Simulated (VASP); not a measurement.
# Mo (Im-3m) in VASP: elastic constants with PBE

Aim: the elastic constants of Mo with PBE.

Everything below comes from runs of VASP 6.6.1. Logs are shortened: lines on timing, memory, paths and dates and some standing lists are left out, and cuts for length are marked.

## (1) The cell of the first run

It takes space group Im-3m (No. 229, cubic). The conventional cell has a = 3.025 Å, b = 3.025 Å, c = 3.025 Å, α = 90.00°, β = 90.00°, γ = 90.00°. Within 3.5 Å of Mo (site symmetry m-3m) lie 14 Mo at 2.62 to 3.03 Å.

## (2) Elastic constants, PBE

INCAR reads:

```
SYSTEM = Mo
PREC = Accurate
ENCUT = 500
EDIFF = 1E-8
ISMEAR = -1
SIGMA = 0.15
LREAL = .FALSE.
LASPH = .TRUE.
NELM = 120
ALGO = Normal
ISIF = 3
LWAVE = .FALSE.
LCHARG = .TRUE.
GGA = PE
NBANDS = 13
IBRION = 6
NFREE = 2
POTIM = 0.015
NSW = 1
GGA_COMPAT = .FALSE.
```

KPOINTS reads:

```
regular mesh
0
G
  20 20 20
  0 0 0
```

POSCAR reads:

```
Mo
1.0
   -1.5125439150      1.5125439150      1.5125439150
    1.5125439150     -1.5125439150      1.5125439150
    1.5125439150      1.5125439150     -1.5125439150
Mo
1
Direct
    0.0000000000      0.0000000000      0.0000000000
```

Potentials or basis: VASP PAW PBE potentials, release 64 (Mo_sv).

Launch:

```bash
$ cat potpaw_PBE.64/Mo_sv/POTCAR > POTCAR
$ mpirun -np 1 vasp_std > vasp.out
```

OUTCAR:

```text
SYSTEM = Mo
   PREC = Accurate
   ENCUT = 500
   EDIFF = 1E-8
   ISMEAR = -1
   LREAL = .FALSE.
   LASPH = .TRUE.
   NELM = 120
   ISIF = 3
   GGA = PE
   IBRION = 6
   NFREE = 2
   POTIM = 0.015
   NSW = 1

 ion  position               nearest neighbor table
   1  0.000  0.000  0.000-

  LATTYP: Found a body centered cubic cell.
 ALAT       =     3.0250878300

  Lattice vectors:

 A1 = (  -1.5125439150,   1.5125439150,   1.5125439150)
 A2 = (   1.5125439150,  -1.5125439150,   1.5125439150)
 A3 = (   1.5125439150,   1.5125439150,  -1.5125439150)

Analysis of symmetry for initial positions (statically):
=====================================================================
 Subroutine PRICEL returns:
 Original cell was already a primitive cell.

 Routine SETGRP: Setting up the symmetry group for a
 body centered cubic supercell.

 Subroutine GETGRP returns: Found 48 space group operations
 (whereof 48 operations were pure point group operations)
 out of a pool of 48 trial point group operations.

The static configuration has the point symmetry O_h .

Analysis of symmetry for dynamics (positions and initial velocities):
=====================================================================
 Subroutine PRICEL returns:
 Original cell was already a primitive cell.

 Routine SETGRP: Setting up the symmetry group for a
 body centered cubic supercell.

 Subroutine GETGRP returns: Found 48 space group operations
 (whereof 48 operations were pure point group operations)
 out of a pool of 48 trial point group operations.

The dynamic configuration has the point symmetry O_h .

 Subroutine INISYM returns: Found 48 space group operations
 (whereof 48 operations are pure point group operations),
 and found     1 'primitive' translations

----------------------------------------------------------------------------------------

[... 341 lines left out ...]
      8      13.0319      1.99997
      9      16.5347      0.00001
     10      16.5347      0.00001
     11      29.6330      0.00000
     12      29.6330      0.00000
     13      29.6330      0.00000
[... 354 lines left out ...]
  band No.  band energies     occupation
      1     -46.3853      2.00000
      2     -20.9915      2.00000
      3     -20.0525      2.00000
      4     -19.6879      2.00000
      5       9.5171      2.00000
      6      11.3855      2.00000
      7      12.9236      1.99998
      8      15.8168      0.00101
      9      17.1798      0.00000
     10      17.7355      0.00000
     11      29.6013      0.00000
     12      31.4553      0.00000
     13      35.2044      0.00000

 [... further k-points ...]

------------------------ aborting loop because EDIFF is reached ----------------------------------------

  FORCE on cell =-STRESS in cart. coord.  units (eV):
  Direction    XX          YY          ZZ          XY          YZ          ZX
  --------------------------------------------------------------------------------------
  -------------------------------------------------------------------------------------
  Total        3.9651473      3.9651473      3.9651473     -0.0000000     -0.0000000     -0.0000000
  in kB      458.9717312    458.9717312    458.9717312     -0.0000000     -0.0000000     -0.0000000
  external PRESSURE =     458.9717312 kB  Pullay stress =       0.0000000 kB
[... 16 lines left out ...]
  FREE ENERGIE OF THE ION-ELECTRON SYSTEM (eV)
  ---------------------------------------------------
  free  energy   TOTEN  =       -10.7055917779 eV

  energy  without entropy=      -10.6603419692  energy(sigma->0) =      -10.68296687

 INTERNAL STRAIN TENSORS FROM STRAINED CELLS
 ============================================

 INTERNAL STRAIN TENSOR FOR ION    1 for displacements in x,y,z  (eV/Angst):
          X           Y           Z          XY          YZ          ZX
  --------------------------------------------------------------------------------
  x     0.00000     0.00000    -0.00000    -0.00000    -0.00000     0.00000
  y    -0.00000    -0.00000    -0.00000     0.00000    -0.00000     0.00000
  z     0.00000     0.00000    -0.00000    -0.00000     0.00000    -0.00000

 INTERNAL STRAIN TENSORS FROM DISPLACED ATOMS
 ============================================

 INTERNAL STRAIN TENSOR FOR ION    1 for displacements in x,y,z  (eV/Angst):
          X           Y           Z          XY          YZ          ZX
  --------------------------------------------------------------------------------
  x     0.00000     0.00000     0.00000     0.00000     0.00000     0.00000
  y     0.00000     0.00000     0.00000     0.00000     0.00000     0.00000
  z     0.00000     0.00000     0.00000     0.00000     0.00000     0.00000

 Eigenvectors and eigenvalues of the dynamical matrix
 ----------------------------------------------------

   1 f/i=    0.000000 THz     0.000000 2PiTHz    0.000000 cm-1     0.000000 meV
             X         Y         Z           dx          dy          dz
      0.000000  0.000000  0.000000     0.724999    0.688749    0.000000

   2 f/i=    0.000000 THz     0.000000 2PiTHz    0.000000 cm-1     0.000000 meV
             X         Y         Z           dx          dy          dz
      0.000000  0.000000  0.000000     0.688749   -0.724999    0.000000

   3 f/i=    0.000000 THz     0.000000 2PiTHz    0.000000 cm-1     0.000000 meV
             X         Y         Z           dx          dy          dz
      0.000000  0.000000  0.000000     0.000000    0.000000    1.000000

--------------------------------------------------------------------------------------------------------

 ELASTIC MODULI CONTR FROM IONIC RELAXATION (kBar)
 Direction    XX          YY          ZZ          XY          YZ          ZX
 --------------------------------------------------------------------------------
 XX           0.0000      0.0000      0.0000      0.0000      0.0000      0.0000
 YY           0.0000      0.0000      0.0000      0.0000      0.0000      0.0000
 ZZ           0.0000      0.0000      0.0000      0.0000      0.0000      0.0000
 XY           0.0000      0.0000      0.0000      0.0000      0.0000      0.0000
 YZ           0.0000      0.0000      0.0000      0.0000      0.0000      0.0000
 ZX           0.0000      0.0000      0.0000      0.0000      0.0000      0.0000
 --------------------------------------------------------------------------------

 TOTAL ELASTIC MODULI (kBar)
 Direction    XX          YY          ZZ          XY          YZ          ZX
 --------------------------------------------------------------------------------
 XX        6528.7452   2579.5907   2579.5907     -0.0000     -0.0000     -0.0000
 YY        2579.5907   6528.7452   2579.5907     -0.0000     -0.0000      0.0000
 ZZ        2579.5907   2579.5907   6528.7452     -0.0000     -0.0000      0.0000
 XY          -0.0000     -0.0000     -0.0000   1558.2939      0.0000      0.0000
 YZ          -0.0000     -0.0000     -0.0000      0.0000   1558.2939      0.0000
 ZX          -0.0000      0.0000      0.0000      0.0000      0.0000   1558.2939
 --------------------------------------------------------------------------------
```

OSZICAR:

```text
N       E                     dE             d eps       ncg     rms          rms(c)
DAV:   1     0.912213626088E+02    0.91221E+02   -0.79544E+03  6690   0.109E+03
DAV:   2    -0.101433604588E+02   -0.10136E+03   -0.97690E+02  7651   0.312E+02
DAV:   3    -0.112469664685E+02   -0.11036E+01   -0.11014E+01  7486   0.323E+01
[... 164 lines left out ...]
DAV:   3    -0.107055811848E+02    0.43615E-03   -0.14499E-03  7506   0.538E-01    0.198E-02
DAV:   4    -0.107055886441E+02   -0.74593E-05   -0.73593E-05  7156   0.959E-02    0.107E-02
DAV:   5    -0.107055910906E+02   -0.24465E-05   -0.17738E-06  7506   0.189E-02    0.294E-03
DAV:   6    -0.107055915982E+02   -0.50761E-06   -0.17180E-07  6981   0.552E-03    0.146E-03
DAV:   7    -0.107055917811E+02   -0.18292E-06   -0.17045E-08  6332   0.172E-03    0.327E-05
DAV:   8    -0.107055917779E+02    0.32492E-08   -0.20534E-10  3493   0.168E-04
  15 F= -.10705592E+02 E0= -.10682967E+02  d E =-.452498E-01
```

It took 19 min on 1 thread of Intel Xeon Platinum 8488C (Sapphire Rapids), shared host; peak memory 0.68 GiB.

Results:

* Elastic constants C11, C12, C44: 653, 258, 156 GPa
* Voigt bulk modulus: 390 GPa

Elastic tensor in Voigt notation (GPa, in the Cartesian axes of the cell as first typed):
```
653 258 258   0   0   0
258 653 258   0   0   0
258 258 653   0   0   0
  0   0   0 156   0   0
  0   0   0   0 156   0
  0   0   0   0   0 156
```

Clamped-ion elastic tensor (GPa):
```
653 258 258   0   0   0
258 653 258   0   0   0
258 258 653   0   0   0
  0   0   0 156   0   0
  0   0   0   0 156   0
  0   0   0   0   0 156
```

Caveat: the cell is under stress, which shifts elastic constants.
